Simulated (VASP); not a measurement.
Here is a VASP 6.6.1 calculation.

File INCAR:

```
PREC = Accurate ; ENCUT = 500
EDIFF = 1E-7 ; ISMEAR = -1
SIGMA = 0.05 ; LREAL = False
LASPH = True ; NELM = 200
ALGO = Normal ; ISIF = 3
LWAVE = False ; LCHARG = False
MAGMOM = 0 0 0 ; LORBIT = 11
LSORBIT = True ; GGA_COMPAT = False
LORBMOM = True ; LMAXMIX = 4
GGA = PE ; IBRION = 2
NSW = 45 ; EDIFFG = -0.005
NELMIN = 4
```

The input KPOINTS:

```
Automatic mesh
0
Gamma
  18 18 18
```

Contents of POSCAR:

```
Rh
1.0
    0.0000000000      1.9155708455      1.9155708455
    1.9155708455      0.0000000000      1.9155708455
    1.9155708455      1.9155708455      0.0000000000
Rh
1
Direct
    0.0000000000      0.0000000000      0.0000000000
```

Potentials or basis: VASP PAW PBE potentials, release 64 (Rh_pv).

The run is started by

```bash
$ cat potpaw_PBE.64/Rh_pv/POTCAR > POTCAR
$ mpirun -np 1 vasp_ncl > vasp.out
```

What does it give for the relaxed volume?

14.07 Å³/atom.

Predict the relaxed cell.

a = 2.710 Å, b = 2.710 Å, c = 2.710 Å, α = 60.00°, β = 60.00°, γ = 60.00°.

Moments on the atoms (μB; x, y, z):
```
Rh  0.00 0.00 0.00
```
